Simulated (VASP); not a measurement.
A run of VASP 6.6.1 is set up as follows.

File INCAR:

```
SYSTEM = Sb
PREC = Accurate
ENCUT = 520
EDIFF = 1E-6
ISMEAR = 0
SIGMA = 0.15
LREAL = .False.
LASPH = .True.
NELM = 100
ALGO = Normal
ISIF = 2
LWAVE = .False.
LCHARG = .True.
GGA = PS
LELF = .True.
LVHAR = .True.
NBANDS = 8
```

Contents of KPOINTS:

```
regular mesh
0
Gamma
  16 16 16
  0 0 0
```

File POSCAR:

```
Sb
1.0
    3.1442000000      0.0000000000      0.0000000000
    0.0000000000      3.1600000000      0.0000000000
    0.0000000000      0.0000000000      3.1600000000
Sb
1
Direct
    0.0000000000      0.0000000000      0.0000000000
```

Potentials or basis: VASP PAW PBE potentials, release 64 (Sb).

Command:

```sh
$ cat potpaw_PBE.64/Sb/POTCAR > POTCAR
$ mpirun -np 1 vasp_std > vasp.out
```

Question: What does it give for the pressure?

Answer: -4.7 GPa.

Stress tensor (GPa, compression positive):
```
-4.38  0.00  0.00
 0.00 -4.81  0.00
 0.00  0.00 -4.81
```

Caveat: the cell differs from its parent crystal (strain -0.0050 x Voigt [1, 0, 0, 0, 0, 0]); the PAW data sets were made with another functional, which shifts forces and pressure a little.
